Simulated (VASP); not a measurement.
# Si4O7F (a cell with a defect): single point with LDA

System: Si4O7F (a cell with a defect).

```
Si F O
1.0
     4.17730    0.00000    0.00000
     0.00000    4.17730    0.00000
     0.00000    0.00000    5.33040
Si F O
4 1 7
Direct
  0.00000 0.00000 0.00000
  0.50000 0.50000 0.25000
  0.00000 0.00000 0.50000
  0.50000 0.50000 0.75000
  0.30590 0.30590 0.00000
  0.19410 0.80590 0.25000
  0.69410 0.69410 0.00000
  0.80590 0.19410 0.25000
  0.30590 0.30590 0.50000
  0.19410 0.80590 0.75000
  0.69410 0.69410 0.50000
  0.80590 0.19410 0.75000
```

```
Program                : VASP 6.6.1
Task                   : single point
Functional             : LDA
Potentials or basis    : VASP PAW LDA potentials, release 64 (Si, F, O)
Cutoff                 : 520 eV
k mesh                 : 2 × 2 × 2
Occupations            : fermi-dirac, width 0.05 eV
Spin                   : no spin polarisation
Dipole correction      : no
Further INCAR settings : ALGO = Normal; EDIFF = 1e-06; NBANDS = 44
```

```json
{
 "Pressure": "18.9 GPa",
 "Largest force": "4.541 eV/Å",
 "Band gap on the k mesh": "zero (an odd number of electrons rules out a gap without spin polarisation)"
}
```

Forces on the atoms (eV/Å):
```
Si  -2.583 -2.583  0.000
Si   1.913  1.913  3.647
Si  -0.147 -0.147  0.000
Si   1.913  1.913 -3.647
F   -0.859 -0.859  0.000
O    0.136 -0.039 -0.072
O   -0.274 -0.274  0.000
O   -0.039  0.136 -0.072
O   -0.132 -0.132  0.000
O    0.136 -0.039  0.072
O   -0.026 -0.026  0.000
O   -0.039  0.136  0.072
```

Stress tensor (GPa, compression positive):
```
14.18  8.77  0.00
 8.77 14.18  0.00
 0.00  0.00 28.42
```

Levels at points of the mesh, in eV from the Fermi level:
```
           k point  band 30  band 31  band 32  band 33  band 34  band 35
(0.00, 0.00, 0.00)    -7.64    -7.59    -6.55    -1.74    -0.04     1.40
(0.50, 0.00, 0.00)    -8.19    -7.77    -7.43    -0.02     0.82     1.79
(0.50, 0.50, 0.00)    -8.27    -7.96    -7.92    -0.46     0.33     0.54
(0.00, 0.00, 0.50)    -7.75    -7.48    -7.09     0.09     0.39     2.70
(0.50, 0.00, 0.50)    -7.90    -7.78    -7.71     0.97     1.72     1.88
(0.50, 0.50, 0.50)    -8.25    -8.12    -7.96     0.35     0.83     1.27
```

Wall time 18 s on 1 thread of Intel(R) Xeon(R) Platinum 8488C (Sapphire Rapids), on a shared host, peak memory 0.16 GiB.

Caveat: the k points lie up to 0.75 Å⁻¹ apart, too coarse for converged energies and pressures of a metal; an odd number of electrons without spin polarisation forces a metal; a magnetic or distorted state may lie lower.
